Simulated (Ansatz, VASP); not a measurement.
## Two plane-wave programs on BP

File INCAR:

```
ALGO = Normal
EDIFF = 1E-6
ENCUT = 520
ISIF = 2
ISMEAR = 0
LASPH = T
LCHARG = T
LELF = T
LREAL = F
LVHAR = T
LWAVE = F
NBANDS = 16
NELM = 60
PREC = Accurate
SIGMA = 0.01
```

File KPOINTS:

```
k-points
0
Gamma
  12 12 4
```

File POSCAR:

```
BP
1.0
    3.2039355360      0.0000000000      0.0000000000
   -1.6019677680      2.7746895663      0.0000000000
    0.0000000000      0.0000000000      8.4666271308
B P
2 2
Direct
    0.3333333333      0.6666666667      0.2500000000
    0.6666666667      0.3333333333      0.7500000000
    0.6666666667      0.3333333333      0.2500000000
    0.3333333333      0.6666666667      0.7500000000
```

Input for Ansatz:

```yaml
crystal:
  lattice:
    - [3.203935536, 0.0, 0.0]
    - [-1.601967768, 2.7746895663, 0.0]
    - [0.0, 0.0, 8.4666271308]
  atoms:
    - { symbol: B, position: [0.3333333333, 0.6666666667, 0.25] }
    - { symbol: B, position: [0.6666666667, 0.3333333333, 0.75] }
    - { symbol: P, position: [0.6666666667, 0.3333333333, 0.25] }
    - { symbol: P, position: [0.3333333333, 0.6666666667, 0.75] }
kpoints:
  mp_grid: { grid: [12, 12, 4] }
  band_path:
    path:
      - [0.0, 0.0, 0.0]
      - [0.5, 0.0, 0.0]
      - [0.3333333333, 0.3333333333, 0.0]
      - [0.0, 0.0, 0.5]
      - [0.5, 0.0, 0.5]
      - [0.3333333333, 0.3333333333, 0.5]
      - [0.3666666667, 0.2666666667, 0.0]
    npoints: 1
hamiltonian:
  xc: lda
scf:
  occupations: { method: fixed }
  n_extra_bands: 5
output:
  forces: true
  stress: true
  eigenvalues: true
  write_density: true
  write_potential: true
  elf: true
  volumetric_format: npy
```

Alike in both runs: task single point; functional LDA; k mesh 12 × 12 × 4; no spin polarisation.

```csv
,VASP,Ansatz
version,VASP 6.6.1,Ansatz 0.2.0
potentials or method,"VASP PAW LDA potentials, release 64 (B, P)","plane waves, PAW"
plane-wave cutoff (eV),520,420
occupations,"gaussian, width 0.01 eV",fixed
valence electrons in the cell,16,16
```

```csv
,VASP,Ansatz,Ansatz less VASP
gap on the k mesh at the Fermi level (eV),0.82,0.81,-0.010
pressure (GPa),-2.6,-2.5,+0.10
"traceless stress, the component that is largest in VASP (GPa)",1.91,1.85,-0.060
```

LDA's correlation is that of Perdew and Zunger in VASP and of Perdew and Wang (1992) in Ansatz.
